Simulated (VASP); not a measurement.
# NbSi2 (P6_222) in VASP: single point with PBEsol

Aim: the single point of NbSi2 with PBEsol.

Program: VASP 6.6.1. These are calculated values, not measurements. Logs are shortened: lines on timing, memory, paths and dates and some standing lists are left out, and cuts for length are marked.

## (1) The cell of the first run

The structure is hexagonal, space group P6_222 (No. 180). The conventional cell has a = 4.769 Å, b = 4.769 Å, c = 6.574 Å, α = 90.00°, β = 90.00°, γ = 120.00°. Nb (site symmetry 222) has 10 Si at 2.60 to 2.81 Å and 4 Nb at 3.24 Å within 3.4 Å. Within 3.4 Å of Si (site symmetry 2) lie 9 Si at 2.56 to 3.31 Å and 5 Nb at 2.60 to 2.81 Å.

## (2) Single point, PBEsol

File INCAR:

```
SYSTEM = NbSi2
ALGO     = Normal         ! electronic algorithm
EDIFF    = 1E-6           ! SCF threshold, eV
ENCUT    = 520            ! plane-wave cutoff, eV
GGA      = PS             ! functional
ISIF     = 2              ! what is computed and relaxed
ISMEAR   = 0              ! smearing method
LASPH    = .True.         ! aspherical terms in the spheres
LCHARG   = .False.        ! write CHGCAR
LREAL    = .False.        ! projectors in reciprocal space
LWAVE    = .False.        ! write WAVECAR
NBANDS   = 42             ! bands
NELM     = 100            ! most SCF steps
PREC     = Accurate       ! precision mode
SIGMA    = 0.1            ! smearing width, eV
```

File KPOINTS:

```
k-points
0
Gamma
  9 9 6
  0 0 0
```

File POSCAR:

```
NbSi2
1.0
    4.7689223273      0.0000000000      0.0000000000
   -2.3844611637      4.1300078842      0.0000000000
    0.0000000000      0.0000000000      6.5735618544
Nb Si
3 6
Direct
    0.5000000000      0.0000000000      0.5000000000
    0.5000000000      0.5000000000      0.8333333333
    0.0000000000      0.5000000000      0.1666666667
    0.1596066730      0.3192133460      0.5000000000
    0.8403933270      0.1596066730      0.8333333333
    0.6807866540      0.8403933270      0.1666666667
    0.8403933270      0.6807866540      0.5000000000
    0.1596066730      0.8403933270      0.8333333333
    0.3192133460      0.1596066730      0.1666666667
```

Potentials or basis: VASP PAW PBE potentials, release 64 (Nb_sv, Si).

Started as:

```console
> cat potpaw_PBE.64/Nb_sv/POTCAR potpaw_PBE.64/Si/POTCAR > POTCAR
> mpirun -np 1 vasp_std > vasp.out
```

OUTCAR:

```text
SYSTEM = NbSi2
   EDIFF = 1E-6
   ENCUT = 520
   GGA = PS
   ISIF = 2
   ISMEAR = 0
   LASPH = .True.
   LREAL = .False.
   NELM = 100
   PREC = Accurate

 ion  position               nearest neighbor table
   1  0.500  0.000  0.500-   5 2.60   8 2.60   6 2.60   9 2.60   4 2.72   7 2.72   7 2.72   4 2.72
                             4 2.81   7 2.81
   2  0.500  0.500  0.833-   4 2.60   7 2.60   6 2.60   9 2.60   8 2.72   5 2.72   8 2.72   5 2.72
                             8 2.81   5 2.81
   3  0.000  0.500  0.167-   4 2.60   7 2.60   5 2.60   8 2.60   6 2.72   9 2.72   9 2.72   6 2.72
                             6 2.81   9 2.81
   4  0.160  0.319  0.500-   5 2.56   9 2.56   2 2.60   3 2.60   7 2.64   1 2.72   1 2.72   1 2.81
                             7 2.81   7 2.81
   5  0.840  0.160  0.833-   4 2.56   6 2.56   1 2.60   3 2.60   8 2.64   2 2.72   2 2.72   2 2.81
                             8 2.81   8 2.81
   6  0.681  0.840  0.167-   7 2.56   5 2.56   1 2.60   2 2.60   9 2.64   3 2.72   3 2.72   3 2.81
                             9 2.81   9 2.81
   7  0.840  0.681  0.500-   8 2.56   6 2.56   2 2.60   3 2.60   4 2.64   1 2.72   1 2.72   1 2.81
                             4 2.81   4 2.81
   8  0.160  0.840  0.833-   7 2.56   9 2.56   1 2.60   3 2.60   5 2.64   2 2.72   2 2.72   2 2.81
                             5 2.81   5 2.81
   9  0.319  0.160  0.167-   4 2.56   8 2.56   1 2.60   2 2.60   6 2.64   3 2.72   3 2.72   3 2.81
                             6 2.81   6 2.81

  LATTYP: Found a hexagonal cell.
 ALAT       =     4.7689223273
 C/A-ratio  =     1.3784166324

  Lattice vectors:

 A1 = (   4.7689223273,   0.0000000000,   0.0000000000)
 A2 = (  -2.3844611637,   4.1300078842,   0.0000000000)
 A3 = (   0.0000000000,   0.0000000000,   6.5735618544)

Analysis of symmetry for initial positions (statically):
=====================================================================
 Subroutine PRICEL returns:
 Original cell was already a primitive cell.

 Routine SETGRP: Setting up the symmetry group for a
 hexagonal supercell.

 Subroutine GETGRP returns: Found 12 space group operations
 (whereof  4 operations were pure point group operations)
 out of a pool of 24 trial point group operations.

The static configuration has the point symmetry D_2 .
 The point group associated with its full space group is D_6 .

Analysis of symmetry for dynamics (positions and initial velocities):
=====================================================================
 Subroutine PRICEL returns:
 Original cell was already a primitive cell.

 Routine SETGRP: Setting up the symmetry group for a
 hexagonal supercell.

 Subroutine GETGRP returns: Found 12 space group operations
 (whereof  4 operations were pure point group operations)
 out of a pool of 24 trial point group operations.

The dynamic configuration has the point symmetry D_2 .
 The point group associated with its full space group is D_6 .

 Subroutine INISYM returns: Found 12 space group operations
 (whereof  4 operations are pure point group operations),
 and found     1 'primitive' translations

----------------------------------------------------------------------------------------

                                     Primitive cell

  volume of cell :     129.4708

  direct lattice vectors                    reciprocal lattice vectors
     4.768922327  0.000000000  0.000000000     0.209690981  0.121065144  0.000000000
    -2.384461164  4.130007884  0.000000000     0.000000000  0.242130288  0.000000000
     0.000000000  0.000000000  6.573561854     0.000000000  0.000000000  0.152124529

  length of vectors
     4.768922327  4.768922327  6.573561854     0.242130288  0.242130288  0.152124529

  position of ions in fractional coordinates (direct lattice)
     0.500000000  0.000000000  0.500000000
     0.500000000  0.500000000  0.833333333
     0.000000000  0.500000000  0.166666667
     0.159606673  0.319213346  0.500000000
     0.840393327  0.159606673  0.833333333
     0.680786654  0.840393327  0.166666667
     0.840393327  0.680786654  0.500000000
     0.159606673  0.840393327  0.833333333
     0.319213346  0.159606673  0.166666667

  ion indices of the primitive-cell ions
   primitive index   ion index
                 1           1
                 2           2
                 3           3
                 4           4
                 5           5
                 6           6
                 7           7
                 8           8
                 9           9

----------------------------------------------------------------------------------------

 KPOINTS: k-points

Automatic generation of k-mesh.
 Grid dimensions read from file:
 generate k-points for:    9    9    6

 Generating k-lattice:

  Cartesian coordinates                     Fractional coordinates (reciprocal lattice)
     0.023298998  0.013451683  0.000000000     0.111111111  0.000000000  0.000000000
     0.000000000  0.026903365  0.000000000     0.000000000  0.111111111  0.000000000
     0.000000000  0.000000000  0.025354088     0.000000000  0.000000000  0.166666667

  Length of vectors
     0.026903365  0.026903365  0.025354088

  Shift w.r.t. Gamma in fractional coordinates (k-lattice)
     0.000000000  0.000000000  0.000000000

 Subroutine IBZKPT returns following result:
 ===========================================

 Found     48 irreducible k-points:

 Following reciprocal coordinates:
            Coordinates               Weight
  0.000000  0.000000  0.000000      1.000000
  0.111111  0.000000  0.000000      6.000000
  0.222222  0.000000  0.000000      6.000000
  0.333333  0.000000  0.000000      6.000000
  0.444444  0.000000  0.000000      6.000000
  0.111111  0.111111  0.000000      6.000000
[... 16 lines left out ...]
  0.333333  0.222222  0.166667     24.000000
  0.333333  0.333333  0.166667      4.000000
 [... further k-points ...]
   k-points           NKPTS =     48   k-points in BZ     NKDIM =     48   number of bands    NBANDS=     42
   number of dos      NEDOS =    301   number of ions     NIONS =      9
   total plane-waves  NPLWV =  64800
   dimension x,y,z NGX =    36 NGY =   36 NGZ =   50
   dimension x,y,z NGXF=    72 NGYF=   72 NGZF=  100
   ions per type =               3   6
   NGX,Y,Z   is equivalent  to a cutoff of  12.55, 12.55, 12.65 a.u.
   NGXF,Y,Z  is equivalent  to a cutoff of  25.10, 25.10, 25.29 a.u.
 SYSTEM =  NbSi2
   PREC   = accura    normal or accurate (medium, high low for compatibility)
   ISTART =      0    job   : 0-new  1-cont  2-samecut
   ICHARG =      2    charge: 1-file 2-atom 10-const
   ISPIN  =      1    spin polarized calculation?
   LNONCOLLINEAR =      F non collinear calculations
   LSORBIT =      F    spin-orbit coupling
   LASPH  =      T    aspherical Exc in radial PAW
   ENCUT  =  520.0 eV  38.22 Ry    6.18 a.u.   8.87  8.87 12.22*2*pi/ulx,y,z
   NELM   =    100;   NELMIN=  2; NELMDL= -5     # of ELM steps
   EDIFF  = 0.1E-05   stopping-criterion for ELM
   LREAL  =      F    real-space projection
   EDIFFG = 0.1E-04   stopping-criterion for IOM
   NSW    =      0    number of steps for IOM
   IBRION =     -1    ionic relax: 0-MD 1-quasi-New 2-CG
   NFREE  =      0    steps in history (QN), initial steepest desc. (CG)
   ISIF   =      2    stress and relaxation
   ISYM   =      2    0-nonsym 1-usesym 2-fastsym
   POTIM  = 0.5000    time-step for ionic-motion
   TEBEG  =    0.0;   TEEND  =   0.0 temperature during run
   PSTRESS=    0.0 pullay stress
   NELECT =      63.0000    total number of electrons
   NUPDOWN=      -1.0000    fix difference up-down
   EMIN   =  10.00;   EMAX   =-10.00  energy-range for DOS
   EFERMI =   0.00;   METHOD = LEGACY
   ISMEAR =     0;   SIGMA  =   0.10  broadening in eV -4-tet -1-fermi 0-gaus
   EFERMI_NEDOS =   21; number of points for ismear=-14 and -15
   IALGO  =     38    algorithm
   IMIX   =      4    mixing-type and parameters
     AMIX     =   0.40;   BMIX     =  1.00
     AMIX_MAG =   1.60;   BMIX_MAG =  1.00
  volume/ion in A,a.u.               =      14.39        97.08
  Fermi-wavevector in a.u.,A,eV,Ry     =   1.287650  2.433305 22.559026  1.658042
  Thomas-Fermi vector in A             =   2.419651
   LORBIT       =      0    0 simple, 1 ext, 2 COOP (PROOUT), +10 PAW based schemes
   GGA     = PS    functional components
   LHFCALC =     F    Hartree Fock is set to
   AEXX    =    0.0000 exact exchange contribution
   IVDW    =     0    specifies the selected vdW correction
   LEPSILON=     F    determine dielectric tensor
   LRPA    =     F    only Hartree local field effects (RPA)
 non-spin polarized calculation
 Gauss-broadening in eV      SIGMA  =   0.10
  energy-cutoff  :      520.00
  volume of cell :      129.47
 maximum number of plane-waves:      3513
 NGX is ok and might be reduce to    36
   NGX = 17   NGY = 17   NGZ = 25

 number of electron      62.9999998 magnetization

 Free energy of the ion-electron system (eV)
  ---------------------------------------------------
  ext. energy  EPLUGINS =         0.00000000
  ---------------------------------------------------
  free energy    TOTEN  =       -73.29225089 eV

  energy without entropy =      -73.26929233  energy(sigma->0) =      -73.28077161

 E-fermi :  11.5356     XC(G=0): -12.1456

 val. band max:       11.5303996425   @ k =   0.3333   0.1111   0.3333
 cond. band min:      11.5427907767   @ k =   0.3333   0.1111   0.5000
 fundamental gap:      0.0123911343
 Fermi energy:        11.5355710032

 k-point     1 :       0.0000    0.0000    0.0000
  band No.  band energies     occupation
      1     -42.9356      2.00000
      2     -42.8957      2.00000
      3     -42.8957      2.00000
      4     -19.2263      2.00000
      5     -19.2263      2.00000
      6     -19.2159      2.00000
[... 34 lines left out ...]
     41      15.5162      0.00000
     42      15.5174      0.00000
[... 994 lines left out ...]
      2     -42.9111      2.00000
      3     -42.8965      2.00000
      4     -19.2907      2.00000
      5     -19.2513      2.00000
      6     -19.2156      2.00000
[... 34 lines left out ...]
     41      15.2642      0.00000
     42      15.5727      0.00000

 [... further k-points ...]

------------------------ aborting loop because EDIFF is reached ----------------------------------------

  FORCE on cell =-STRESS in cart. coord.  units (eV):
  Direction    XX          YY          ZZ          XY          YZ          ZX
  --------------------------------------------------------------------------------------
  -------------------------------------------------------------------------------------
  Total       -0.0669965     -0.0669965     -0.0536697      0.0000000     -0.0000000      0.0000000
  in kB       -0.8290692     -0.8290692     -0.6641522      0.0000000     -0.0000000      0.0000000
  external PRESSURE =      -0.7740968 kB  Pullay stress =       0.0000000 kB

 VOLUME and BASIS-vectors are now :
 -----------------------------------------------------------------------------
  energy-cutoff  :      520.00
  volume of cell :      129.47
      direct lattice vectors                 reciprocal lattice vectors
     4.768922327  0.000000000  0.000000000     0.209690981  0.121065144  0.000000000
    -2.384461164  4.130007884  0.000000000     0.000000000  0.242130288  0.000000000
     0.000000000  0.000000000  6.573561854     0.000000000  0.000000000  0.152124529

 POSITION                                       TOTAL-FORCE (eV/Angst)
 -----------------------------------------------------------------------------------
      2.38446      0.00000      3.28678        -0.000000     -0.000000      0.000000
      1.19223      2.06500      5.47797        -0.000000     -0.000000     -0.000000
     -1.19223      2.06500      1.09559        -0.000000     -0.000000      0.000000
     -0.00000      1.31835      3.28678         0.000000     -0.002346      0.000000
      3.62719      0.65918      5.47797         0.002032     -0.001173      0.000000
      1.24273      3.47083      1.09559         0.002032      0.001173     -0.000000
      2.38446      2.81165      3.28678        -0.000000      0.002346      0.000000
     -1.24273      3.47083      5.47797        -0.002032      0.001173     -0.000000
      1.14173      0.65918      1.09559        -0.002032     -0.001173     -0.000000
 -----------------------------------------------------------------------------------
    total drift:                               -0.000000      0.000000      0.000001

  FREE ENERGIE OF THE ION-ELECTRON SYSTEM (eV)
  ---------------------------------------------------
  free  energy   TOTEN  =       -73.2922508877 eV

  energy  without entropy=      -73.2692923254  energy(sigma->0) =      -73.28077161
```

It took 5.8 min on 1 thread of Intel Xeon 8259CL, shared host; peak memory 0.36 GiB.

Results:

* Free energy: -73.2923 eV
* Pressure: -0.1 GPa
* Band gap on the k mesh: zero (an odd number of electrons rules out a gap without spin polarisation)

Forces on the atoms (eV/Å):
```
Nb   0.000  0.000  0.000
Nb   0.000  0.000  0.000
Nb   0.000  0.000  0.000
Si   0.000 -0.002  0.000
Si   0.002 -0.001  0.000
Si   0.002  0.001  0.000
Si   0.000  0.002  0.000
Si  -0.002  0.001  0.000
Si  -0.002 -0.001  0.000
```

Caveat: the PAW data sets were made with another functional, which shifts forces and pressure a little.
